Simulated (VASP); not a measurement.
The system is SnSe2.

```
Sn Se
1.0
     3.81100    0.00000    0.00000
    -1.90550    3.30042    0.00000
     0.00000    0.00000    6.13600
Sn Se
1 2
Direct
  0.00000 0.00000 0.00000
  0.33333 0.66667 0.24900
  0.66667 0.33333 0.75100
```

| Item | Value |
| --- | --- |
| Program | VASP 6.6.1 |
| Task | relaxation of cell and atoms |
| Functional | r2SCAN |
| Potentials or basis | VASP PAW PBE potentials, release 64 (Sn_d, Se) |
| Cutoff | 550 eV |
| k mesh | 14 × 14 × 10 |
| Occupations | gaussian, width 0.02 eV |
| Spin | no spin polarisation |

At the start: pressure 3.6 GPa; volume 25.73 Å³/atom.

Q: How do energy, volume and symmetry change on relaxing?

A: Over 16 steps the energy falls by 17.5 meV/atom and the volume is 27.74 Å³/atom (+7.8 %); space group P-3m1 (No. 164, to 0.1 Å) before and after.

Step by step:
```
step  energy change (eV)  largest force (eV/Å)  pressure (GPa)  volume (Å³)
   1              0.0000                0.5354            3.65        77.18
   2             -0.0066                0.5154           -2.86        83.90
   3             -0.0448                0.0438           -0.05        80.55
   4             -0.0448                0.0333            0.02        80.48
   5             -0.0461                0.0543            0.07        80.50
   6             -0.0470                0.1085            0.19        80.54
   7             -0.0471                0.0936            0.16        80.53
   8             -0.0483                0.0890            0.08        80.89
   9             -0.0509                0.0748           -0.12        81.97
  10             -0.0516                0.0468           -0.44        84.13
  11             -0.0520                0.0547           -0.33        83.34
  12             -0.0524                0.0300            0.12        83.20
  13             -0.0525                0.0066            0.00        83.24
  14             -0.0525                0.0055           -0.01        83.24
  15             -0.0525                0.0021            0.00        83.22
  16             -0.0525                0.0004            0.00        83.21
```

Final structure:
```yaml
crystal:
  lattice:
    - [3.84163, 0.00000, 0.00000]
    - [-1.92081, 3.32695, 0.00000]
    - [0.00000, 0.00000, 6.51038]
  atoms:
    - { symbol: Sn, position: [0.00000, 0.00000, 0.00000] }
    - { symbol: Se, position: [0.33333, 0.66667, 0.24187] }
    - { symbol: Se, position: [0.66667, 0.33333, 0.75813] }
```

Caveat: the PAW data sets were made with another functional, which shifts forces and pressure a little.
